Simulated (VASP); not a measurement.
# Ga9N7 (a cell with a defect) in VASP: a series of runs, part 2 of 2

VASP 6.6.1. Earlier steps stand in the parts before.

## (4) Single point, PBE, collinear spin

Input file INCAR:

```
SYSTEM = Ga9N7
PREC = Accurate ; ENCUT = 520
EDIFF = 1E-6 ; ISMEAR = 0
SIGMA = 0.01 ; LREAL = Auto
LASPH = .TRUE. ; NELM = 150
ALGO = Normal ; ISIF = 2
LWAVE = .FALSE. ; LCHARG = .TRUE.
ISPIN = 2 ; MAGMOM = 0.2 0 0 0 0.2 0.2 0 0.2 0.2 0 0 0 0 0 0 0
LORBIT = 11 ; GGA = PE
LELF = .TRUE. ; LVHAR = .TRUE.
NELECT = 153.0 ; NBANDS = 94
```

Input file KPOINTS:

```
Automatic mesh
0
G
  3 3 3
  0 0 0
```

Input file POSCAR:

```
Ga9N7
1.0
    0.0000000000      0.0000000000     -5.2431684262
    6.4367416346      0.0000000000      0.0000000000
   -3.2183708173     -5.5743817732      0.0000000000
Ga N
9 7
Direct
    0.5952628120      0.1666666667      0.3333333333
    0.4868278878      0.6667578580      0.3335157160
    0.4868278878      0.1664842840      0.8332421420
    0.4868278878      0.6667578580      0.8332421420
   -0.0154418815      0.8041826281      0.1520913140
   -0.0154418815      0.3479086860      0.1520913140
   -0.0114278534      0.8333333333      0.6666666667
   -0.0154418815      0.3479086860      0.6958173719
    0.1651445860      0.1666666667      0.3333333333
    0.1187084159      0.6697910733      0.3395821466
    0.1187084159      0.1604178534      0.8302089267
    0.1187084159      0.6697910733      0.8302089267
    0.6221947532      0.8087602048      0.1543801024
    0.6221947532      0.3456198976      0.1543801024
    0.6141529292      0.8333333333      0.6666666667
    0.6221947532      0.3456198976      0.6912397952
```

Potentials or basis: VASP PAW PBE potentials, release 64 (Ga_d, N).

Run with:

```bash
> cat potpaw_PBE.64/Ga_d/POTCAR potpaw_PBE.64/N/POTCAR > POTCAR
> mpirun -np 1 vasp_std > vasp.out
```

OUTCAR:

```text
SYSTEM = Ga9N7
   PREC = Accurate
   ENCUT = 520
   EDIFF = 1E-6
   ISMEAR = 0
   LREAL = Auto
   LASPH = .TRUE.
   NELM = 150
   ISIF = 2
   ISPIN = 2
   LORBIT = 11
   GGA = PE
   NELECT = 153.0

 ion  position               nearest neighbor table
   1  0.595  0.167  0.333-  14 2.00  13 2.00  16 2.00   9 2.26   6 2.87   5 2.87   8 2.87
   2  0.487  0.667  0.334-  14 1.93  13 1.93  10 1.93  15 1.97
   3  0.487  0.166  0.833-  16 1.93  14 1.93  11 1.93  15 1.97
   4  0.487  0.667  0.833-  16 1.93  13 1.93  12 1.93  15 1.97
   5  0.985  0.804  0.152-  13 1.90  12 1.93  10 1.93   9 2.23   1 2.87
   6  0.985  0.348  0.152-  14 1.90  10 1.93  11 1.93   9 2.23   1 2.87
   7  0.989  0.833  0.667-  12 1.95  11 1.95  10 1.95  15 1.96
   8  0.985  0.348  0.696-  16 1.90  12 1.93  11 1.93   9 2.23   1 2.87
   9  0.165  0.167  0.333-   6 2.23   5 2.23   8 2.23   1 2.26
  10  0.119  0.670  0.340-   2 1.93   6 1.93   5 1.93   7 1.95
  11  0.119  0.160  0.830-   3 1.93   6 1.93   8 1.93   7 1.95
  12  0.119  0.670  0.830-   4 1.93   8 1.93   5 1.93   7 1.95
  13  0.622  0.809  0.154-   5 1.90   2 1.93   4 1.93   1 2.00
  14  0.622  0.346  0.154-   6 1.90   2 1.93   3 1.93   1 2.00
  15  0.614  0.833  0.667-   7 1.96   4 1.97   3 1.97   2 1.97
  16  0.622  0.346  0.691-   8 1.90   4 1.93   3 1.93   1 2.00

  LATTYP: Found a hexagonal cell.
 ALAT       =     6.4367416346
 C/A-ratio  =     0.8145687250

  Lattice vectors:

 A1 = (   6.4367416346,   0.0000000000,   0.0000000000)
 A2 = (  -3.2183708173,  -5.5743817732,   0.0000000000)
 A3 = (   0.0000000000,   0.0000000000,  -5.2431684262)

Analysis of symmetry for initial positions (statically):
=====================================================================
 Subroutine PRICEL returns:
 Original cell was already a primitive cell.

 Routine SETGRP: Setting up the symmetry group for a
 hexagonal supercell.

 Subroutine GETGRP returns: Found  6 space group operations
 (whereof  2 operations were pure point group operations)
 out of a pool of 24 trial point group operations.

The static configuration has the point symmetry C_1h.
 The point group associated with its full space group is C_3v.

Analysis of symmetry for dynamics (positions and initial velocities):
=====================================================================
 Subroutine PRICEL returns:
 Original cell was already a primitive cell.

 Routine SETGRP: Setting up the symmetry group for a
 hexagonal supercell.

 Subroutine GETGRP returns: Found  6 space group operations
 (whereof  2 operations were pure point group operations)
 out of a pool of 24 trial point group operations.

The dynamic configuration has the point symmetry C_1h.
 The point group associated with its full space group is C_3v.

Analysis of structural, dynamic, and magnetic symmetry:
=====================================================================
 Subroutine PRICEL returns:
 Original cell was already a primitive cell.

 Routine SETGRP: Setting up the symmetry group for a
 hexagonal supercell.

 Subroutine GETGRP returns: Found  6 space group operations
 (whereof  2 operations were pure point group operations)
 out of a pool of 24 trial point group operations.

The overall configuration has the point symmetry C_1h.
 The point group associated with its full space group is C_3v.

 Subroutine INISYM returns: Found  6 space group operations
 (whereof  2 operations are pure point group operations),
 and found     1 'primitive' translations

[... 121 lines left out ...]
   IALGO  =     38    algorithm
   IMIX   =      4    mixing-type and parameters
     AMIX     =   0.40;   BMIX     =  1.00
     AMIX_MAG =   1.60;   BMIX_MAG =  1.00
  volume/ion in A,a.u.               =      11.76        79.35
  Fermi-wavevector in a.u.,A,eV,Ry     =   1.528105  2.887699 31.771018  2.335104
  Thomas-Fermi vector in A             =   2.635909
   LORBIT       =     11    0 simple, 1 ext, 2 COOP (PROOUT), +10 PAW based schemes
   GGA     = PE    functional components
   LHFCALC =     F    Hartree Fock is set to
   AEXX    =    0.0000 exact exchange contribution
   IVDW    =     0    specifies the selected vdW correction
   LEPSILON=     F    determine dielectric tensor
   LRPA    =     F    only Hartree local field effects (RPA)
 spin polarized calculation
 Gauss-broadening in eV      SIGMA  =   0.01
  energy-cutoff  :      520.00
  volume of cell :      188.13
 maximum number of plane-waves:      5076
 NGX is ok and might be reduce to    40
   NGX = 19   NGY = 23   NGZ = 23

 number of electron     152.9999908 magnetization       0.6296187

 Free energy of the ion-electron system (eV)
  ---------------------------------------------------
  ext. energy  EPLUGINS =         0.00000000
  ---------------------------------------------------
  free energy    TOTEN  =       -78.11191098 eV

  energy without entropy =      -78.11143443  energy(sigma->0) =      -78.11167271

 E-fermi :   7.8422     XC(G=0): -11.8613

 val. band max:        7.6548814527   @ k =   0.0000   0.3333   0.0000
 cond. band min:       7.8510680007   @ k =   0.3333   0.3333   0.0000
 fundamental gap:      0.1961865480
 Fermi energy:         7.8422386088

 spin component 1

 k-point     1 :       0.0000    0.0000    0.0000
  band No.  band energies     occupation
      1     -10.6385      1.00000
      2      -9.8576      1.00000
      3      -9.8576      1.00000
      4      -9.7895      1.00000
      5      -9.6970      1.00000
      6      -9.5836      1.00000
[... 626 lines left out ...]
     87      12.4098      0.00000
     88      12.6007      0.00000
 Fermi energy:         7.8422386088

 spin component 2

 k-point     1 :       0.0000    0.0000    0.0000
  band No.  band energies     occupation
      1     -10.5986      1.00000
      2      -9.8112      1.00000
      3      -9.8112      1.00000
      4      -9.7590      1.00000
      5      -9.6942      1.00000
      6      -9.5658      1.00000
[... 626 lines left out ...]
     87      12.4147      0.00000
     88      12.6552      0.00000
 [bands above 88 left out]

------------------------ aborting loop because EDIFF is reached ----------------------------------------

  FORCE on cell =-STRESS in cart. coord.  units (eV):
  Direction    XX          YY          ZZ          XY          YZ          ZX
  --------------------------------------------------------------------------------------
  -------------------------------------------------------------------------------------
  Total       31.7278706     31.7278706     35.9598809      0.0000000      0.0000000     -0.0000000
  in kB      270.2059531    270.2059531    306.2472742      0.0000000      0.0000000     -0.0000000
  external PRESSURE =     282.2197268 kB  Pullay stress =       0.0000000 kB

 VOLUME and BASIS-vectors are now :
 -----------------------------------------------------------------------------
  energy-cutoff  :      520.00
  volume of cell :      188.13
      direct lattice vectors                 reciprocal lattice vectors
     0.000000000  0.000000000 -5.243168426     0.000000000  0.000000000 -0.190724371
     6.436741635  0.000000000  0.000000000     0.155358108 -0.089696045  0.000000000
    -3.218370817 -5.574381773  0.000000000     0.000000000 -0.179392091  0.000000000

 POSITION                                       TOTAL-FORCE (eV/Angst)
 -----------------------------------------------------------------------------------
      0.00000     -1.85813     -3.12106         0.000000      0.000000      0.008504
      3.21837     -1.85914     -2.55252        -0.000000      0.013127      0.004675
     -1.61007     -4.64481     -2.55252         0.011368     -0.006563      0.004675
      1.61007     -4.64481     -2.55252        -0.011368     -0.006563      0.004675
      4.68683     -0.84782     -5.16220         0.004199     -0.002424      0.007040
      1.74991     -0.84782     -5.16220        -0.004199     -0.002424      0.007040
[... 8 lines left out ...]
      3.21837     -3.71625     -3.22011         0.000000      0.000000      0.003802
      0.00000     -3.85323     -3.26227        -0.000000      0.001836     -0.001817
 -----------------------------------------------------------------------------------
    total drift:                                0.000017      0.000031      0.011257

  FREE ENERGIE OF THE ION-ELECTRON SYSTEM (eV)
  ---------------------------------------------------
  free  energy   TOTEN  =       -78.1119109818 eV

  energy  without entropy=      -78.1114344295  energy(sigma->0) =      -78.11167271

 total charge

# of ion       s       p       d       tot
------------------------------------------
    1        0.827   0.896  10.138  11.860
    2        0.797   0.921  10.189  11.907
    3        0.797   0.921  10.189  11.907
    4        0.797   0.921  10.189  11.907
    5        0.881   1.006  10.170  12.057
    6        0.881   1.006  10.170  12.057
[... 8 lines left out ...]
   15        1.228   2.516   0.000   3.743
   16        1.247   2.532   0.000   3.779
--------------------------------------------------
tot         16.393  26.507  91.359 134.259

 magnetization (x)

# of ion       s       p       d       tot
------------------------------------------
    1       -0.003  -0.003   0.002  -0.004
    2       -0.001   0.000   0.000  -0.000
    3       -0.001   0.000   0.000  -0.000
    4       -0.001   0.000   0.000  -0.000
    5        0.008   0.032   0.011   0.051
    6        0.008   0.032   0.011   0.051
[... 8 lines left out ...]
   15       -0.000  -0.001   0.000  -0.002
   16        0.001   0.010   0.000   0.011
--------------------------------------------------
tot          0.032   0.424   0.041   0.498
```

Wall time 13 min (1 thread of Intel Xeon Platinum 8259CL at 2.50GHz (Skylake/Cascade Lake), shared host); peak memory 0.44 GiB.

Results:

- Free energy: -78.1119 eV
- Largest force: 0.032 eV/Å
- Net moment: 0.63 μB per cell
- Site moments: Ga -0.00, +0.05, +0.15; N +0.06, +0.01, -0.00 μB
- Valence electrons inside the program's atomic spheres: Ga 11.86, 11.91, 12.06, 12.25; N 3.77, 3.78, 3.74

Forces in eV/Å, atoms in the order of the input:
```
Ga   0.000  0.000  0.009
Ga   0.000  0.013  0.005
Ga   0.011 -0.007  0.005
Ga  -0.011 -0.007  0.005
Ga   0.004 -0.002  0.007
Ga  -0.004 -0.002  0.007
Ga   0.000  0.000  0.006
Ga   0.000  0.005  0.007
Ga   0.000  0.000 -0.032
N    0.000  0.006 -0.006
N    0.005 -0.003 -0.006
N   -0.005 -0.003 -0.006
N    0.002 -0.001 -0.002
N   -0.002 -0.001 -0.002
N    0.000  0.000  0.004
N    0.000  0.002 -0.002
```

Caveat: the k points lie up to 0.40 Å⁻¹ apart; the cell carries a net charge on a neutralising background, which shifts energy and pressure; the cell is charged against a uniform background, so pressure and absolute levels hang on convention.
